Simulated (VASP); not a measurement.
A run of VASP 6.6.1 is set up as follows.

INCAR

```
PREC     = Accurate       # precision mode
ENCUT    = 520            # plane-wave cutoff, eV
EDIFF    = 1E-6           # SCF threshold, eV
ISMEAR   = 0              # smearing method
SIGMA    = 0.1            # smearing width, eV
LREAL    = F              # projectors in reciprocal space
LASPH    = T              # aspherical terms in the spheres
NELM     = 100            # most SCF steps
ALGO     = Fast           # electronic algorithm
ISIF     = 2              # what is computed and relaxed
LWAVE    = F              # write WAVECAR
LCHARG   = F              # write CHGCAR
GGA      = PE             # functional
NBANDS   = 22             # bands
```

File KPOINTS:

```
regular mesh
0
Gamma
  10 10 10
```

File POSCAR:

```
CsHfSc
1.0
    4.9383968236      0.0000000000      0.0000000000
    0.0000000000      4.9383968236      0.0000000000
    0.0000000000      0.0000000000      5.3923345897
Cs Hf Sc
1 1 1
Direct
    0.0000000000      0.0000000000      0.0000000000
    0.5000000000      0.5000000000      0.0000000000
    0.5000000000      0.5000000000      0.5000000000
```

Potentials or basis: VASP PAW PBE potentials, release 64 (Cs_sv, Hf_pv, Sc_sv).

Launch:

```console
$ cat potpaw_PBE.64/Cs_sv/POTCAR potpaw_PBE.64/Hf_pv/POTCAR potpaw_PBE.64/Sc_sv/POTCAR > POTCAR
$ mpirun -np 1 vasp_std > vasp.out
```

**Question.** Estimate the band gap on the k mesh.

**Answer.** Zero (bands 15 and 16 overlap by 1.18 eV).

**Question.** Predict the pressure.

**Answer.** 0.0 GPa.

Caveat: spin-orbit coupling is left out, which moves the levels of the heavy elements.
